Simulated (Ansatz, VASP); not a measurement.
**LaAg: VASP beside Ansatz**

```
La Ag
1.0
     3.63024    0.00000    0.00000
     0.00000    3.63024    0.00000
     0.00000    0.00000    3.63024
La Ag
1 1
Direct
  0.50000 0.50000 0.50000
  0.00000 0.00000 0.00000
```

Change from the starting cell: volume scaled by 0.9, LAPW.

Alike in both runs: task single point; functional PBEsol; k mesh 10 × 10 × 10; occupations fermi-dirac, width 0.05 eV; no spin polarisation.

|  | VASP | Ansatz |
| --- | --- | --- |
| version | VASP 6.6.1 | Ansatz 0.2.0 |
| potentials or method | VASP PAW PBE potentials, release 64 (La, Ag), cutoff 520 eV | all-electron LAPW, scalar-relativistic |

|  | VASP | Ansatz | Ansatz less VASP |
| --- | --- | --- | --- |
| pressure (GPa) | 6.9 | 7.0 | +0.14 |

VASP's potentials were made for PBE, not for PBEsol. Ansatz ran all-electron here, and VASP with PAW potentials.

Neither program's run includes spin-orbit coupling.
